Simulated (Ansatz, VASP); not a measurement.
## Two plane-wave programs on RbTl

```
Rb Tl
1.0
     0.00000    3.79178    3.79178
     3.79178    0.00000    3.79178
     3.79178    3.79178    0.00000
Rb Tl
1 1
Direct
  0.00000 0.00000 0.00000
  0.50000 0.50000 0.50000
```

Alike in both runs: functional PBE; k mesh 12 × 12 × 12; occupations gaussian, width 0.1 eV; no spin polarisation.

Ansatz relaxed the structure, and its values are those at the end. VASP's run is a single point on that final structure, the one shown.

```csv
,VASP,Ansatz
version,VASP 6.6.1,Ansatz 0.2.0
potentials or method,"VASP PAW PBE potentials, release 64 (Rb_sv, Tl_d), cutoff 520 eV","scalar-relativistic, plane waves, PAW"
valence electrons in the cell,22,22
```

```csv
,VASP,Ansatz,Ansatz less VASP
gap on the k mesh at the Fermi level (eV),none,none,-
pressure (GPa),0.0,0.0,+0.02
```

A gap of «none» marks a metal or a gap that the smearing closes.

Neither program's run includes spin-orbit coupling.
